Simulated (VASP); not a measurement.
# BaTiO3: single point with LDA+U

Crystal: BaTiO3.

```
CELL_PARAMETERS angstrom
3.94705 0.00000 0.00000
0.00000 3.94704 0.00000
0.00000 0.00000 7.89414
ATOMIC_POSITIONS crystal
Ba 0.00004 0.00001 0.00280
Ba 0.00004 0.00001 0.50280
Ti 0.50010 0.50002 0.25281
Ti 0.50008 0.50002 0.75281
O 0.49996 0.49999 0.00279
O 0.49996 0.49999 0.50280
O 0.49996 0.99999 0.25280
O 0.49997 0.99999 0.75280
O 0.99994 0.49999 0.25280
O 0.99994 0.49999 0.75279
```

| Quantity | Value |
| --- | --- |
| Program | VASP 6.6.1 |
| Task | single point |
| Functional | LDA |
| Potentials or basis | VASP PAW LDA potentials, release 64 (Ba_sv, Ti_sv, O) |
| Cutoff | 600 eV |
| k mesh | 7 × 7 × 4 |
| Occupations | fermi-dirac, width 0.05 eV |
| Spin | no spin polarisation |
| Hubbard terms | Ti d U = 5.0 eV |
| Dipole correction | no |
| Further INCAR settings | ALGO = Normal; EDIFF = 1e-06; NBANDS = 51 |

```
Pressure               : 5.1 GPa
Largest force          : 0.004 eV/Å
Band gap on the k mesh : 2.37 eV
```

Forces in eV/Å, atoms in the order of the input:
```
Ba   0.000  0.000  0.000
Ba   0.000  0.000  0.000
Ti  -0.004 -0.001 -0.001
Ti  -0.003 -0.001  0.000
O    0.000  0.000  0.001
O    0.000  0.000  0.000
O    0.000  0.001  0.000
O    0.000  0.001  0.000
O    0.003  0.000  0.000
O    0.003  0.000  0.000
```

Levels at points of the mesh, in eV from the valence-band top:
```
           k point  band 38  band 39  band 40  band 41  band 42  band 43
(0.00, 0.00, 0.00)    -0.11    -0.11    -0.11     2.37     2.37     2.37
(0.00, 0.00, 0.50)    -0.47    -0.47    -0.47     2.48     2.48     3.39
```

Eigenvalues of the final occupation matrices:
```csv
site,spin,trace,eigenvalues
site 3 d,1,0.80,0.10 0.10 0.10 0.25 0.25
site 3 d,2,0.80,0.10 0.10 0.10 0.25 0.25
site 4 d,1,0.80,0.10 0.10 0.10 0.25 0.25
site 4 d,2,0.80,0.10 0.10 0.10 0.25 0.25
```

It took 2.4 min on 4 MPI ranks on Intel(R) Xeon(R) Platinum 8488C (Sapphire Rapids), with other jobs on the host, peak memory 0.65 GiB a rank.

Caveat: the cell stands under pressure; spin-orbit coupling is left out, which moves the levels of the heavy elements; an odd mesh through Γ misses points on the zone boundary, where band edges can lie.
